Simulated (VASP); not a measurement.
A run of VASP 6.6.1:

The input INCAR:

```
SYSTEM = Ir5Ru
  PREC = Accurate
  ENCUT = 520
  EDIFF = 1E-7
  ISMEAR = 0
  SIGMA = 0.1
  LREAL = .FALSE.
  LASPH = .TRUE.
  NELM = 100
  ALGO = Fast
  ISIF = 2
  LWAVE = .FALSE.
  LCHARG = .FALSE.
  GGA = PE
  NBANDS = 38
```

The input KPOINTS:

```
Automatic mesh
0
G
  18 18 4
  0 0 0
```

The input POSCAR:

```
Ir5Ru
1.0
    2.7000399092      0.0000000286      0.0000000000
   -1.3500199794      2.3383031383      0.0000000000
    0.0000000000      0.0000000000     13.2525215365
Ru Ir
1 5
Direct
    0.0000000000      0.0000000000      0.5000000000
    0.3333333333      0.6666666667      0.8329981645
    0.6666666667      0.3333333333      0.6638677160
    0.3333333333      0.6666666667      0.3361322840
    0.6666666667      0.3333333333      0.1670018355
    0.0000000000      0.0000000000      0.0000000000
```

Potentials or basis: VASP PAW PBE potentials, release 64 (Ru_pv, Ir).

Run with:

```console
$ cat potpaw_PBE.64/Ru_pv/POTCAR potpaw_PBE.64/Ir/POTCAR > POTCAR
$ mpirun -np 1 vasp_std > vasp.out
```

Hardware: 1 thread of Intel Xeon 8259CL (shared host).

Problem. How long does it take, and how much memory?

Solution. Wall time 18 min on 1 thread of Intel Xeon 8259CL, with other jobs on the host, peak memory 0.47 GiB. Counts: scf iterations 21, k points 138.
